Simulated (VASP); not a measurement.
# H4CO in VASP: further runs

H4CO is run at these levels: PBE+D3(BJ); tasks: single point.

Program: VASP 6.6.1. These are calculated values, not measurements. Logs are shortened: lines on timing, memory, paths and dates and some standing lists are left out, and cuts for length are marked.

### Step 1. The cell of the first run

The cell holds an amorphous packing of atoms, 36 atoms: a = 7.380 Å, b = 7.380 Å, c = 7.380 Å, α = 90.00°, β = 90.00°, γ = 90.00°.

### Step 2. Single point, PBE+D3(BJ)

Input file INCAR:

```
PREC = Accurate
ENCUT = 520
EDIFF = 1E-7
ISMEAR = -1
SIGMA = 0.05
LREAL = Auto
LASPH = True
NELM = 100
ALGO = Normal
ISIF = 2
LWAVE = False
LCHARG = False
GGA = PE
IVDW = 12
NBANDS = 66
```

Input file KPOINTS:

```
Automatic mesh
0
Gamma
  1 1 1
```

Input file POSCAR:

```
H4CO
1.0
    7.3803230000      0.0000000000      0.0000000000
    0.0000000000      7.3803230000      0.0000000000
    0.0000000000      0.0000000000      7.3803230000
C O H
6 6 24
Direct
    0.5159123794      0.3752410294      0.6180488307
    0.1045076211      0.5729559533      0.6492263279
    0.6821517161      0.5562358179      0.2214537223
    0.1370265231      0.2960846023      0.2135678886
    0.6584806654     -0.0152432353      0.1878915056
    0.5572655831      0.9774504449      0.6962567898
    0.4944228051      0.3905791115      0.8023632570
    0.1325687236      0.4123938749      0.7511324369
    0.5459788142      0.4020284749      0.2156816172
    0.2182695798      0.4206319967      0.0899960611
    0.7932308654      0.0444831480      0.3376681481
    0.5377948905      0.8599352630      0.8336220515
    0.6720979556      0.3690624381      0.5872642701
    0.3623960632      0.4139656218      0.8039756526
    0.4446959842      0.2490812394      0.5685523520
    0.4962519933      0.4896669157      0.5245705371
    0.0100673101      0.5505450100      0.5473202189
    0.1465518515      0.4455360558      0.8904759317
    0.0222618983      0.6627623208      0.7195078047
    0.2297460423      0.6250810432      0.5956243379
    0.7464849438      0.5056147272      0.3483722867
    0.5762755912      0.3059893178      0.1434083576
    0.7785160622      0.5311691643      0.1145478321
    0.6339288944      0.7127465830      0.2484037623
    0.0441037608      0.2052078209      0.1514703354
    0.3571659398      0.4233961034      0.1109978520
    0.2398540010      0.2084190624      0.2917487487
    0.0554040792      0.3827339264      0.3065312995
    0.7310791140     -0.1245067458      0.1229620980
    0.7541133362      0.1401429179      0.4196022315
    0.5237169159     -0.0595095906      0.2543655610
    0.6167074259      0.0951313377      0.0890204941
    0.5150994069      1.1039896221      0.7520267067
    0.5819392999      0.7406857396      0.8034065718
    0.6969478165      1.0014060360      0.6721115051
    0.5117933185      0.9331163419      0.5637016158
```

Potentials or basis: VASP PAW PBE potentials, release 64 (C, O, H).

Run with:

```sh
$ cat potpaw_PBE.64/C/POTCAR potpaw_PBE.64/O/POTCAR potpaw_PBE.64/H/POTCAR > POTCAR
$ mpirun -np 1 vasp_gam > vasp.out
```

OUTCAR:

```text
PREC = Accurate
   ENCUT = 520
   EDIFF = 1E-7
   ISMEAR = -1
   LREAL = Auto
   LASPH = True
   NELM = 100
   ISIF = 2
   GGA = PE
   IVDW = 12
 IVDW          = 12

 ion  position               nearest neighbor table
   1  0.516  0.375  0.618-  16 1.10  15 1.13  13 1.18   7 1.37
   2  0.105  0.573  0.649-  19 1.04  17 1.04  20 1.08   8 1.42
   3  0.682  0.556  0.221-  23 1.08  21 1.11  24 1.22   9 1.52
   4  0.137  0.296  0.214-  25 1.06  28 1.11  27 1.15  10 1.43
   5  0.658  0.985  0.188-  29 1.08  32 1.14  31 1.16  11 1.55
   6  0.557  0.977  0.696-  35 1.06  33 1.07  36 1.08  12 1.34
   7  0.494  0.391  0.802-  14 0.99   1 1.37
   8  0.133  0.412  0.751-  18 1.06   2 1.42
   9  0.546  0.402  0.216-  22 0.91   3 1.52
  10  0.218  0.421  0.090-  26 1.04   4 1.43
  11  0.793  0.044  0.338-  30 0.97   5 1.55
  12  0.538  0.860  0.834-  34 0.96   6 1.34
  13  0.672  0.369  0.587-   1 1.18
  14  0.362  0.414  0.804-   7 0.99
  15  0.445  0.249  0.569-   1 1.13
  16  0.496  0.490  0.525-   1 1.10
  17  0.010  0.551  0.547-   2 1.04
  18  0.147  0.446  0.890-   8 1.06
[... 16 lines left out ...]
  35  0.697  0.001  0.672-   6 1.06
  36  0.512  0.933  0.564-   6 1.08

  LATTYP: Found a simple cubic cell.
 ALAT       =     7.3803230000

  Lattice vectors:

 A1 = (   7.3803230000,   0.0000000000,   0.0000000000)
 A2 = (   0.0000000000,   7.3803230000,   0.0000000000)
 A3 = (   0.0000000000,   0.0000000000,   7.3803230000)

Analysis of symmetry for initial positions (statically):
=====================================================================
 Subroutine PRICEL returns:
 Original cell was already a primitive cell.

 Routine SETGRP: Setting up the symmetry group for a
 simple cubic supercell.

 Subroutine GETGRP returns: Found  1 space group operations
 (whereof  1 operations were pure point group operations)
 out of a pool of 48 trial point group operations.

The static configuration has the point symmetry C_1 .

Analysis of symmetry for dynamics (positions and initial velocities):
=====================================================================
 Subroutine PRICEL returns:
 Original cell was already a primitive cell.

 Routine SETGRP: Setting up the symmetry group for a
 simple cubic supercell.

 Subroutine GETGRP returns: Found  1 space group operations
 (whereof  1 operations were pure point group operations)
 out of a pool of 48 trial point group operations.

The dynamic configuration has the point symmetry C_1 .

 Subroutine INISYM returns: Found  1 space group operations
 (whereof  1 operations are pure point group operations),
 and found     1 'primitive' translations

----------------------------------------------------------------------------------------

                                     Primitive cell

  volume of cell :     402.0001

  direct lattice vectors                    reciprocal lattice vectors
     7.380323000  0.000000000  0.000000000     0.135495425  0.000000000  0.000000000
     0.000000000  7.380323000  0.000000000     0.000000000  0.135495425  0.000000000
     0.000000000  0.000000000  7.380323000     0.000000000  0.000000000  0.135495425

  length of vectors
     7.380323000  7.380323000  7.380323000     0.135495425  0.135495425  0.135495425

  position of ions in fractional coordinates (direct lattice)
     0.515912379  0.375241029  0.618048831
     0.104507621  0.572955953  0.649226328
     0.682151716  0.556235818  0.221453722
     0.137026523  0.296084602  0.213567889
     0.658480665  0.984756765  0.187891506
     0.557265583  0.977450445  0.696256790
[... 28 lines left out ...]
     0.696947816  0.001406036  0.672111505
     0.511793318  0.933116342  0.563701616

  ion indices of the primitive-cell ions
   primitive index   ion index
                 1           1
                 2           2
                 3           3
                 4           4
                 5           5
                 6           6
[... 28 lines left out ...]
                35          35
                36          36

----------------------------------------------------------------------------------------

 KPOINTS: Automatic mesh

Automatic generation of k-mesh.
 Grid dimensions read from file:
 generate k-points for:    1    1    1

 Generating k-lattice:

  Cartesian coordinates                     Fractional coordinates (reciprocal lattice)
     0.135495425  0.000000000  0.000000000     1.000000000  0.000000000  0.000000000
     0.000000000  0.135495425  0.000000000     0.000000000  1.000000000  0.000000000
     0.000000000  0.000000000  0.135495425     0.000000000  0.000000000  1.000000000

  Length of vectors
     0.135495425  0.135495425  0.135495425

  Shift w.r.t. Gamma in fractional coordinates (k-lattice)
     0.000000000  0.000000000  0.000000000

 Subroutine IBZKPT returns following result:
 ===========================================

 Found      1 irreducible k-points:

 Following reciprocal coordinates:
            Coordinates               Weight
  0.000000  0.000000  0.000000      1.000000
   k-points           NKPTS =      1   k-points in BZ     NKDIM =      1   number of bands    NBANDS=     66
   number of dos      NEDOS =    301   number of ions     NIONS =     36
   total plane-waves  NPLWV = 175616
   dimension x,y,z NGX =    56 NGY =   56 NGZ =   56
   dimension x,y,z NGXF=   112 NGYF=  112 NGZF=  112
   ions per type =               6   6  24
   NGX,Y,Z   is equivalent  to a cutoff of  12.61, 12.61, 12.61 a.u.
   NGXF,Y,Z  is equivalent  to a cutoff of  25.23, 25.23, 25.23 a.u.
 SYSTEM =  unknown system
   PREC   = accura    normal or accurate (medium, high low for compatibility)
   ISTART =      0    job   : 0-new  1-cont  2-samecut
   ICHARG =      2    charge: 1-file 2-atom 10-const
   ISPIN  =      1    spin polarized calculation?
   LNONCOLLINEAR =      F non collinear calculations
   LSORBIT =      F    spin-orbit coupling
   LASPH  =      T    aspherical Exc in radial PAW
   ENCUT  =  520.0 eV  38.22 Ry    6.18 a.u.  13.72 13.72 13.72*2*pi/ulx,y,z
   NELM   =    100;   NELMIN=  2; NELMDL= -5     # of ELM steps
   EDIFF  = 0.1E-06   stopping-criterion for ELM
   LREAL  =      T    real-space projection
   EDIFFG = 0.1E-05   stopping-criterion for IOM
   NSW    =      0    number of steps for IOM
   IBRION =     -1    ionic relax: 0-MD 1-quasi-New 2-CG
   NFREE  =      0    steps in history (QN), initial steepest desc. (CG)
   ISIF   =      2    stress and relaxation
   ISYM   =      2    0-nonsym 1-usesym 2-fastsym
   POTIM  = 0.5000    time-step for ionic-motion
   TEBEG  =    0.0;   TEEND  =   0.0 temperature during run
   PSTRESS=    0.0 pullay stress
   NELECT =      84.0000    total number of electrons
   NUPDOWN=      -1.0000    fix difference up-down
   EMIN   =  10.00;   EMAX   =-10.00  energy-range for DOS
   EFERMI =   0.00;   METHOD = LEGACY
   ISMEAR =    -1;   SIGMA  =   0.05  broadening in eV -4-tet -1-fermi 0-gaus
   EFERMI_NEDOS =   21; number of points for ismear=-14 and -15
   IALGO  =     38    algorithm
   IMIX   =      4    mixing-type and parameters
     AMIX     =   0.40;   BMIX     =  1.00
     AMIX_MAG =   1.60;   BMIX_MAG =  1.00
  volume/ion in A,a.u.               =      11.17        75.36
  Fermi-wavevector in a.u.,A,eV,Ry     =   0.971462  1.835797 12.840345  0.943739
  Thomas-Fermi vector in A             =   2.101681
   LORBIT       =      0    0 simple, 1 ext, 2 COOP (PROOUT), +10 PAW based schemes
   GGA     = PE    functional components
   LHFCALC =     F    Hartree Fock is set to
   AEXX    =    0.0000 exact exchange contribution
   IVDW    =    12    specifies the selected vdW correction
   LEPSILON=     F    determine dielectric tensor
   LRPA    =     F    only Hartree local field effects (RPA)
 non-spin polarized calculation
  energy-cutoff  :      520.00
  volume of cell :      402.00
 maximum number of plane-waves:      5414
 NGX is ok and might be reduce to    54
   NGX = 27   NGY = 27   NGZ = 27

 number of electron      83.9999993 magnetization

 Free energy of the ion-electron system (eV)
  ---------------------------------------------------
  ext. energy  EPLUGINS =         0.00000000
  ---------------------------------------------------
  free energy    TOTEN  =      -179.11813326 eV

  energy without entropy =     -179.11813326  energy(sigma->0) =     -179.11813326

 E-fermi :  -1.7555     XC(G=0):  -6.2778

 val. band max:       -3.0553408161   @ k =   0.0000   0.0000   0.0000
 cond. band min:       1.5818533815   @ k =   0.0000   0.0000   0.0000
 fundamental gap:      4.6371941976
 Fermi energy:        -1.7554655898

 k-point     1 :       0.0000    0.0000    0.0000
  band No.  band energies     occupation
      1     -23.2789      2.00000
      2     -23.1778      2.00000
      3     -23.0200      2.00000
      4     -22.2497      2.00000
      5     -21.8044      2.00000
      6     -21.7455      2.00000
[... 46 lines left out ...]
     53       4.8190      0.00000
     54       5.1487      0.00000
 [bands above 54 left out]

------------------------ aborting loop because EDIFF is reached ----------------------------------------

 Edisp (eV)   -1.27941

 E8    (eV) :    -0.2804

  FORCE on cell =-STRESS in cart. coord.  units (eV):
  Direction    XX          YY          ZZ          XY          YZ          ZX
  --------------------------------------------------------------------------------------
  -------------------------------------------------------------------------------------
  Total       0.61432     2.24909     5.96202    -2.16468    -0.21772    -4.25645
  in kB       2.44838     8.96380    23.76174    -8.62735    -0.86774   -16.96414
  external pressure =       11.72 kB  Pullay stress =        0.00 kB

 VOLUME and BASIS-vectors are now :
 -----------------------------------------------------------------------------
  energy-cutoff  :      520.00
  volume of cell :      402.00
      direct lattice vectors                 reciprocal lattice vectors
     7.380323000  0.000000000  0.000000000     0.135495425  0.000000000  0.000000000
     0.000000000  7.380323000  0.000000000     0.000000000  0.135495425  0.000000000
     0.000000000  0.000000000  7.380323000     0.000000000  0.000000000  0.135495425

 POSITION                                       TOTAL-FORCE (eV/Angst)
 -----------------------------------------------------------------------------------
      3.80760      2.76940      4.56140         3.164652     -1.162911     -2.630702
      0.77130      4.22860      4.79150         0.673212     -1.003231      0.493649
      5.03450      4.10520      1.63440        -0.551296     -0.862490      2.248785
      1.01130      2.18520      1.57620         0.744001      0.574374      1.650542
      4.85980      7.26782      1.38670        -0.495424      2.021686      2.671067
      4.11280      7.21390      5.13860         1.043541      0.985408     -0.954347
[... 28 lines left out ...]
      5.14370      0.01038      4.96040         1.796296      0.317378     -0.388506
      3.77720      6.88670      4.16030        -1.068050      0.074761     -0.372250
 -----------------------------------------------------------------------------------
    total drift:                               -0.004889      0.016329     -0.002210

  FREE ENERGIE OF THE ION-ELECTRON SYSTEM (eV)
  ---------------------------------------------------
  free  energy   TOTEN  =      -180.3975408243 eV

  energy  without entropy=     -180.3975408243  energy(sigma->0) =     -180.39754082
```

Run time: 36 s. Hardware: 1 thread of Intel Xeon 6975P-C (Granite Rapids), shared host; peak memory 0.38 GiB.

Results:

```
Free energy                : -180.3975 eV
Pressure                   : 1.2 GPa
Largest force              : 5.062 eV/Å
Band gap on the k mesh     : 4.64 eV
Dispersion energy per atom : -0.036 eV
```

Forces in eV/Å, atoms in the order of the input:
```
C    3.165 -1.163 -2.631
C    0.673 -1.003  0.494
C   -0.551 -0.862  2.249
C    0.744  0.574  1.651
C   -0.495  2.022  2.671
C    1.044  0.985 -0.954
O   -0.258  1.099  0.879
O    0.292  0.124  1.679
O   -1.603  4.422  1.870
O    1.129  0.035 -0.253
O   -0.746 -0.957 -1.965
O   -0.928 -2.416  2.447
H   -1.398 -0.772  0.564
H   -0.441 -0.285  0.585
H    0.464  1.084 -0.347
H   -1.186  0.462  0.503
H   -0.918 -1.030 -2.307
H   -0.261 -0.766 -1.381
H   -0.466  2.165  1.817
H    0.413  0.650 -0.191
H    0.526  1.073 -0.313
H    1.741 -2.412 -2.413
H    0.231  0.543 -0.694
H    0.087 -3.507 -0.894
H   -0.617 -0.717 -0.900
H   -1.300  0.164  0.273
H   -0.834  1.045 -0.613
H    0.381 -0.692  0.209
H    0.011  0.110 -0.440
H   -0.720  0.038 -0.380
H    1.321  0.207 -0.659
H    0.716 -0.729  0.484
H   -1.008  0.718 -0.178
H    0.067 -0.600 -0.100
H    1.796  0.317 -0.389
H   -1.068  0.075 -0.372
```

Caveat: the k points lie up to 0.85 Å⁻¹ apart.

### Step 3. Single point, PBE+D3(BJ)

Input file INCAR:

```
SYSTEM = H4CO
ALGO = Normal
EDIFF = 1E-6
ENCUT = 520
GGA = PE
ISIF = 2
ISMEAR = -1
IVDW = 12
LASPH = .True.
LCHARG = .True.
LELF = .True.
LREAL = Auto
LVHAR = .True.
LWAVE = .False.
NBANDS = 66
NELM = 80
PREC = Accurate
SIGMA = 0.05
```

Input file KPOINTS:

```
k-points
0
Gamma
  1 1 1
  0 0 0
```

Input file POSCAR:

```
H4CO
1.0
    7.3803230000      0.0000000000      0.0000000000
    0.0000000000      7.3803230000      0.0000000000
    0.0000000000      0.0000000000      7.3803230000
C O H
6 6 24
Direct
    0.4596004809      0.4458070467      0.6075885839
    0.0712163953      0.5734030882      0.6647134550
    0.7146028704      0.5334590370      0.2208304433
    0.1775396551      0.2295021505      0.2556934161
    0.6997796709     -0.0045661958      0.2466016731
    0.6167209755      1.0415262313      0.7667415098
    0.5398815201      0.4701284754      0.7886511200
    0.0923130329      0.4322846033      0.7864425446
    0.5654766058      0.3960531267      0.2136220867
    0.1863333082      0.4111608665      0.1283954645
    0.7682997072      0.1371213699      0.3629651439
    0.6740219906      0.8747855616      0.8468870536
    0.5618724275      0.3957685863      0.5055740785
    0.4349674127      0.4457257494      0.8573066518
    0.3457572250      0.3584395967      0.6031443339
    0.4375824744      0.5710996660      0.5466156427
    0.1564159184      0.5616149862      0.5415752129
    0.0923401320      0.4779059128      0.9079006434
   -0.0717312779      0.5908684484      0.6218833512
    0.1527168933      0.7161339687      0.7127601326
    0.8608159833      0.4922277792      0.2390139293
    0.5831723083      0.2856514546      0.1349127945
    0.7145622217      0.5695685677      0.0888172510
    0.6807290142      0.6094719703      0.3443345230
    0.0929905100      0.1456033835      0.1831220666
    0.2858275986      0.4837186665      0.1911162967
    0.3191323740      0.1695589746      0.2694191027
    0.1254552138      0.2700965798      0.3959176312
    0.8051409132     -0.0328711901      0.1420534034
    0.6736290539      0.2242449280      0.3616779374
    0.6538467219     -0.1291135903      0.2992687447
    0.5843511185      0.0438598690      0.1560636303
    0.5709235219      1.1385545050      0.8873324379
    0.6885064515      0.7860902565      0.7549263088
    0.7281388633      1.1083661244      0.6876663799
    0.4983792715      1.0279360402      0.6623829336
```

Potentials or basis: VASP PAW PBE potentials, release 64 (C, O, H).

Run with:

```sh
$ cat potpaw_PBE.64/C/POTCAR potpaw_PBE.64/O/POTCAR potpaw_PBE.64/H/POTCAR > POTCAR
$ mpirun -np 1 vasp_gam > vasp.out
```

Wall time 33 s (1 thread of Intel Xeon 6975P-C (Granite Rapids), shared host); peak memory 0.38 GiB.

The run converged. Its results:

| Property | Result |
| --- | --- |
| Free energy | -180.3317 eV |
| Pressure | -0.8 GPa |
| Largest force | 4.254 eV/Å |
| Band gap on the k mesh | 4.51 eV |
| Dispersion energy per atom | -0.036 eV |

Forces in eV/Å, atoms in the order of the input:
```
C    3.421 -0.929 -0.244
C    1.592  3.263 -0.291
C    0.366 -2.768  2.172
C    2.285  3.488  0.843
C    0.829  2.111 -2.485
C   -0.846  1.325  0.085
O    0.465 -0.185 -2.163
O    0.316 -0.722 -1.053
O    0.371 -0.788  0.271
O    1.124 -1.303  2.999
O    0.494 -2.222 -0.072
O   -0.441  1.043  0.752
H   -0.285 -0.353  1.262
H   -1.300 -0.154  1.713
H   -0.903 -0.619  0.302
H   -1.047  2.199 -0.485
H   -0.526 -0.832 -0.012
H    0.081 -0.053  1.158
H    0.192  0.439  0.263
H   -2.082 -2.072 -0.299
H   -0.803 -0.932  0.346
H    0.406  1.495  0.324
H   -0.204  2.768 -2.880
H   -0.158  0.668 -0.874
H   -1.602 -1.375 -1.052
H   -1.027 -1.014 -0.896
H   -1.133  0.639 -0.264
H    0.239 -0.393 -1.417
H   -0.217 -0.210  0.469
H   -0.855  1.227  0.282
H   -0.344 -1.092  1.320
H    0.413 -0.104  0.692
H    0.575 -1.358 -1.859
H    0.080 -0.966 -0.819
H   -0.415 -0.161  0.578
H    0.939 -0.058  1.332
```

Stress tensor (GPa, compression positive):
```
-1.43 -1.64 -0.79
-1.64 -0.33 -1.38
-0.79 -1.38 -0.59
```

Levels at points of the mesh, in eV from the valence-band top:
| k point | band 39 | band 40 | band 41 | band 42 | band 43 | band 44 | band 45 | band 46 |
| --- | --- | --- | --- | --- | --- | --- | --- | --- |
| (0.00, 0.00, 0.00) | -0.50 | -0.32 | -0.17 | 0.00 | 4.51 | 5.31 | 5.66 | 6.07 |

Caveat: the k points lie up to 0.85 Å⁻¹ apart.

(Part 1 of 2 ends here.)
